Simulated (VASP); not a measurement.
# MoW14 (a cell with a defect) in VASP: single point with PBE

Aim: the single point of MoW14 (a cell with a defect) with PBE.

Everything below comes from runs of VASP 6.6.1. Logs are shortened: lines on timing, memory, paths and dates and some standing lists are left out, and cuts for length are marked.

**1. The cell of the first run**

The cell holds a defect, 15 atoms: a = 6.320 Å, b = 6.320 Å, c = 6.320 Å, α = 90.00°, β = 90.00°, γ = 90.00°.

**2. Single point, PBE**

Input file INCAR:

```
PREC = Accurate
ENCUT = 520
EDIFF = 1E-6
ISMEAR = 0
SIGMA = 0.1
LREAL = Auto
LASPH = T
NELM = 60
ALGO = Normal
ISIF = 2
LWAVE = F
LCHARG = T
GGA = PE
LELF = T
LVHAR = T
NBANDS = 118
```

Input file KPOINTS:

```
regular mesh
0
Gamma
  3 3 3
```

Input file POSCAR:

```
MoW14
1.0
    6.3200000000      0.0000000000      0.0000000000
    0.0000000000      6.3200000000      0.0000000000
    0.0000000000      0.0000000000      6.3200000000
W Mo
14 1
Direct
    0.0017735759      0.0019441456      0.0019305380
    0.4984537975      0.0042787975      0.0042625000
    0.0041063291      0.4986324367      0.0042678797
    0.0041066456      0.0042827532      0.4986156646
    0.5038596519      0.5040346519     -0.0079134494
    0.5038575949     -0.0078968354      0.5040185127
    0.7564292722      0.2468716772      0.2468566456
   -0.0080781646      0.5040344937      0.5040191456
    0.2467001582      0.7566004747      0.2468626582
    0.2466974684      0.2468765823      0.7565870253
    0.7452617089      0.7454387658      0.2522126582
    0.7452621835      0.2522262658      0.7454237342
    0.2520509494      0.7454359177      0.7454215190
    0.7500492089      0.7502248418      0.7502085443
    0.3677349684      0.3679104430      0.3678962025
```

Potentials or basis: VASP PAW PBE potentials, release 64 (W_sv, Mo_sv).

The run is started by

```sh
$ cat potpaw_PBE.64/W_sv/POTCAR potpaw_PBE.64/Mo_sv/POTCAR > POTCAR
$ mpirun -np 1 vasp_std > vasp.out
```

OUTCAR:

```text
PREC = Accurate
   ENCUT = 520
   EDIFF = 1E-6
   ISMEAR = 0
   LREAL = Auto
   LASPH = T
   NELM = 60
   ISIF = 2
   GGA = PE

 ion  position               nearest neighbor table
   1  0.002  0.002  0.002-   7 2.68  10 2.68   9 2.68  14 2.76  13 2.79  11 2.79  12 2.79   2 3.14
                             4 3.14   3 3.14   3 3.18   4 3.18   2 3.18
   2  0.498  0.004  0.004-  10 2.71   9 2.71   7 2.71  12 2.75  11 2.75  14 2.77  13 2.79   1 3.14
                             5 3.16   6 3.16   6 3.16   5 3.16   1 3.18  15 3.35
   3  0.004  0.499  0.004-   7 2.71  10 2.71   9 2.71  13 2.75  11 2.75  14 2.77  12 2.79   1 3.14
                             8 3.16   5 3.16   5 3.16   8 3.16   1 3.18  15 3.35
   4  0.004  0.004  0.499-   7 2.71   9 2.71  10 2.71  12 2.75  13 2.75  14 2.77  11 2.79   1 3.14
                             6 3.16   8 3.16   8 3.16   6 3.16   1 3.18  15 3.35
   5  0.504  0.504  0.992-  15 2.67  14 2.68  12 2.70  13 2.70  11 2.71  10 2.74   9 2.79   7 2.79
                             3 3.16   2 3.16   2 3.16   3 3.16
   6  0.504  0.992  0.504-  15 2.67  14 2.68  11 2.70  13 2.70  12 2.71   9 2.74   7 2.79  10 2.79
                             4 3.16   2 3.16   2 3.16   4 3.16
   7  0.756  0.247  0.247-   1 2.68  15 2.68   4 2.71   3 2.71   2 2.71   8 2.74   6 2.79   5 2.79
                            12 3.15  11 3.15  12 3.17  11 3.17
   8  0.992  0.504  0.504-  15 2.67  14 2.68  11 2.70  12 2.70  13 2.71   7 2.74   9 2.79  10 2.79
                             3 3.16   4 3.16   4 3.16   3 3.16
   9  0.247  0.757  0.247-   1 2.68  15 2.68   4 2.71   2 2.71   3 2.71   6 2.74   8 2.79   5 2.79
                            13 3.15  11 3.15  11 3.17  13 3.17
  10  0.247  0.247  0.757-   1 2.68  15 2.68   3 2.71   2 2.71   4 2.71   5 2.74   8 2.79   6 2.79
                            13 3.15  12 3.15  12 3.17  13 3.17
  11  0.745  0.745  0.252-   8 2.70   6 2.70   5 2.71   3 2.75   2 2.75   1 2.79   4 2.79  14 3.15
                             9 3.15   7 3.15   7 3.17   9 3.17  14 3.17  15 3.45
  12  0.745  0.252  0.745-   8 2.70   5 2.70   6 2.71   2 2.75   4 2.75   1 2.79   3 2.79  14 3.15
                            10 3.15   7 3.15   7 3.17  10 3.17  14 3.17  15 3.45
  13  0.252  0.745  0.745-   5 2.70   6 2.70   8 2.71   3 2.75   4 2.75   1 2.79   2 2.79  14 3.15
                             9 3.15  10 3.15  10 3.17   9 3.17  14 3.17  15 3.45
  14  0.750  0.750  0.750-   8 2.68   5 2.68   6 2.68   1 2.76   2 2.77   4 2.77   3 2.77  11 3.15
                            13 3.15  12 3.15  12 3.17  13 3.17  11 3.17
  15  0.368  0.368  0.368-   6 2.67   5 2.67   8 2.67   9 2.68  10 2.68   7 2.68   4 3.35   3 3.35
                             2 3.35  13 3.45  12 3.45  11 3.45

  LATTYP: Found a simple cubic cell.
 ALAT       =     6.3200000000

  Lattice vectors:

 A1 = (   6.3200000000,   0.0000000000,   0.0000000000)
 A2 = (   0.0000000000,   6.3200000000,   0.0000000000)
 A3 = (   0.0000000000,   0.0000000000,   6.3200000000)

Analysis of symmetry for initial positions (statically):
=====================================================================
 Subroutine PRICEL returns:
 Original cell was already a primitive cell.

 Routine SETGRP: Setting up the symmetry group for a
 simple cubic supercell.

 Subroutine GETGRP returns: Found  6 space group operations
 (whereof  1 operations were pure point group operations)
 out of a pool of 48 trial point group operations.

The static configuration has the point symmetry C_1 .
 The point group associated with its full space group is C_3v.

Analysis of symmetry for dynamics (positions and initial velocities):
=====================================================================
 Subroutine PRICEL returns:
 Original cell was already a primitive cell.

 Routine SETGRP: Setting up the symmetry group for a
 simple cubic supercell.

 Subroutine GETGRP returns: Found  6 space group operations
 (whereof  1 operations were pure point group operations)
 out of a pool of 48 trial point group operations.

The dynamic configuration has the point symmetry C_1 .
 The point group associated with its full space group is C_3v.

 Subroutine INISYM returns: Found  6 space group operations
 (whereof  1 operations are pure point group operations),
 and found     1 'primitive' translations

----------------------------------------------------------------------------------------

                                     Primitive cell

  volume of cell :     252.4360

  direct lattice vectors                    reciprocal lattice vectors
     6.320000000  0.000000000  0.000000000     0.158227848  0.000000000  0.000000000
     0.000000000  6.320000000  0.000000000     0.000000000  0.158227848  0.000000000
[... 63 lines left out ...]

 Found      6 irreducible k-points:

 Following reciprocal coordinates:
            Coordinates               Weight
  0.000000  0.000000  0.000000      1.000000
  0.333333  0.000000  0.000000      6.000000
  0.333333  0.333333  0.000000      6.000000
 -0.333333  0.333333  0.000000      6.000000
  0.333333  0.333333  0.333333      2.000000
 -0.333333  0.333333  0.333333      6.000000
   k-points           NKPTS =      6   k-points in BZ     NKDIM =      6   number of bands    NBANDS=    118
   number of dos      NEDOS =    301   number of ions     NIONS =     15
   total plane-waves  NPLWV = 110592
   dimension x,y,z NGX =    48 NGY =   48 NGZ =   48
   dimension x,y,z NGXF=    96 NGYF=   96 NGZF=   96
   ions per type =              14   1
   NGX,Y,Z   is equivalent  to a cutoff of  12.63, 12.63, 12.63 a.u.
   NGXF,Y,Z  is equivalent  to a cutoff of  25.25, 25.25, 25.25 a.u.
 SYSTEM =  unknown system
   PREC   = accura    normal or accurate (medium, high low for compatibility)
   ISTART =      0    job   : 0-new  1-cont  2-samecut
   ICHARG =      2    charge: 1-file 2-atom 10-const
   ISPIN  =      1    spin polarized calculation?
   LNONCOLLINEAR =      F non collinear calculations
   LSORBIT =      F    spin-orbit coupling
   LASPH  =      T    aspherical Exc in radial PAW
   ENCUT  =  520.0 eV  38.22 Ry    6.18 a.u.  11.75 11.75 11.75*2*pi/ulx,y,z
   NELM   =     60;   NELMIN=  2; NELMDL= -5     # of ELM steps
   EDIFF  = 0.1E-05   stopping-criterion for ELM
   LREAL  =      T    real-space projection
   EDIFFG = 0.1E-04   stopping-criterion for IOM
   NSW    =      0    number of steps for IOM
   IBRION =     -1    ionic relax: 0-MD 1-quasi-New 2-CG
   NFREE  =      0    steps in history (QN), initial steepest desc. (CG)
   ISIF   =      2    stress and relaxation
   ISYM   =      2    0-nonsym 1-usesym 2-fastsym
   POTIM  = 0.5000    time-step for ionic-motion
   TEBEG  =    0.0;   TEEND  =   0.0 temperature during run
   PSTRESS=    0.0 pullay stress
   NELECT =     210.0000    total number of electrons
   NUPDOWN=      -1.0000    fix difference up-down
   EMIN   =  10.00;   EMAX   =-10.00  energy-range for DOS
   EFERMI =   0.00;   METHOD = LEGACY
   ISMEAR =     0;   SIGMA  =   0.10  broadening in eV -4-tet -1-fermi 0-gaus
   EFERMI_NEDOS =   21; number of points for ismear=-14 and -15
   IALGO  =     38    algorithm
   IMIX   =      4    mixing-type and parameters
     AMIX     =   0.40;   BMIX     =  1.00
     AMIX_MAG =   1.60;   BMIX_MAG =  1.00
  volume/ion in A,a.u.               =      16.83       113.57
  Fermi-wavevector in a.u.,A,eV,Ry     =   1.539681  2.909576 32.254225  2.370619
  Thomas-Fermi vector in A             =   2.645875
   LORBIT       =      0    0 simple, 1 ext, 2 COOP (PROOUT), +10 PAW based schemes
   GGA     = PE    functional components
   LHFCALC =     F    Hartree Fock is set to
   AEXX    =    0.0000 exact exchange contribution
   IVDW    =     0    specifies the selected vdW correction
   LEPSILON=     F    determine dielectric tensor
   LRPA    =     F    only Hartree local field effects (RPA)
 non-spin polarized calculation
 Gauss-broadening in eV      SIGMA  =   0.10
  energy-cutoff  :      520.00
  volume of cell :      252.44
 maximum number of plane-waves:      6859
   NGX = 23   NGY = 23   NGZ = 23

 number of electron     210.0000012 magnetization

 Free energy of the ion-electron system (eV)
  ---------------------------------------------------
  ext. energy  EPLUGINS =         0.00000000
  ---------------------------------------------------
  free energy    TOTEN  =      -187.59694923 eV

  energy without entropy =     -187.53849127  energy(sigma->0) =     -187.56772025

 E-fermi :  10.3355     XC(G=0): -13.2077

 val. band max:       10.3115204330   @ k =   0.0000   0.0000   0.0000
 cond. band min:      10.3605141040   @ k =   0.3333   0.3333   0.0000
 fundamental gap:      0.0489936710
 Fermi energy:        10.3355034604

 k-point     1 :       0.0000    0.0000    0.0000
  band No.  band energies     occupation
      1     -63.5528      2.00000
      2     -63.4911      2.00000
      3     -63.4909      2.00000
      4     -63.4856      2.00000
      5     -63.4853      2.00000
      6     -63.4580      2.00000
[... 709 lines left out ...]
    116      12.2783      0.00000
    117      12.5833      0.00000
 [bands above 117 left out]

------------------------ aborting loop because EDIFF is reached ----------------------------------------

  FORCE on cell =-STRESS in cart. coord.  units (eV):
  Direction    XX          YY          ZZ          XY          YZ          ZX
  --------------------------------------------------------------------------------------
  -------------------------------------------------------------------------------------
  Total        0.6311418      0.6311418      0.6311418     -2.9491819     -2.9491819     -2.9491819
  in kB        4.0057723      4.0057723      4.0057723    -18.7180632    -18.7180632    -18.7180632
  external PRESSURE =       4.0057723 kB  Pullay stress =       0.0000000 kB

 VOLUME and BASIS-vectors are now :
 -----------------------------------------------------------------------------
  energy-cutoff  :      520.00
  volume of cell :      252.44
      direct lattice vectors                 reciprocal lattice vectors
     6.320000000  0.000000000  0.000000000     0.158227848  0.000000000  0.000000000
     0.000000000  6.320000000  0.000000000     0.000000000  0.158227848  0.000000000
     0.000000000  0.000000000  6.320000000     0.000000000  0.000000000  0.158227848

 POSITION                                       TOTAL-FORCE (eV/Angst)
 -----------------------------------------------------------------------------------
      0.01121      0.01229      0.01220        -0.007903     -0.007903     -0.007903
      3.15023      0.02704      0.02694         0.017137     -0.013525     -0.013525
      0.02595      3.15136      0.02697        -0.013525      0.017137     -0.013525
      0.02595      0.02707      3.15125        -0.013525     -0.013525      0.017137
      3.18439      3.18550      6.26999         0.001395      0.001395     -0.010583
      3.18438      6.27009      3.18540         0.001395     -0.010583      0.001395
      4.78063      1.56023      1.56013        -0.008862     -0.002250     -0.002250
      6.26895      3.18550      3.18540        -0.010583      0.001395      0.001395
      1.55914      4.78172      1.56017        -0.002250     -0.008862     -0.002250
      1.55913      1.56026      4.78163        -0.002250     -0.002250     -0.008862
      4.71005      4.71117      1.59398        -0.008933     -0.008933      0.008791
      4.71006      1.59407      4.71108        -0.008933      0.008791     -0.008933
      1.59296      4.71115      4.71106         0.008791     -0.008933     -0.008933
      4.74031      4.74142      4.74132        -0.029427     -0.029427     -0.029427
      2.32409      2.32519      2.32510         0.077472      0.077472      0.077472
 -----------------------------------------------------------------------------------
    total drift:                               -0.041435     -0.019867      0.056233

  FREE ENERGIE OF THE ION-ELECTRON SYSTEM (eV)
  ---------------------------------------------------
  free  energy   TOTEN  =      -187.5969492281 eV

  energy  without entropy=     -187.5384912701  energy(sigma->0) =     -187.56772025
```

Run time: 5 min. Hardware: 1 thread of Intel Xeon Platinum 8488C (Sapphire Rapids), shared host; peak memory 0.39 GiB.

What came out:

- Free energy: -187.5969 eV
- Pressure: 0.4 GPa
- Largest force: 0.134 eV/Å
- Band gap on the k mesh: zero (bands 105 and 106 overlap by 0.05 eV)

Forces on the atoms (eV/Å):
```
W   -0.008 -0.008 -0.008
W    0.017 -0.014 -0.014
W   -0.014  0.017 -0.014
W   -0.014 -0.014  0.017
W    0.001  0.001 -0.011
W    0.001 -0.011  0.001
W   -0.009 -0.002 -0.002
W   -0.011  0.001  0.001
W   -0.002 -0.009 -0.002
W   -0.002 -0.002 -0.009
W   -0.009 -0.009  0.009
W   -0.009  0.009 -0.009
W    0.009 -0.009 -0.009
W   -0.029 -0.029 -0.029
Mo   0.077  0.077  0.077
```

Caveat: spin-orbit coupling is left out, which moves the levels of the heavy elements.
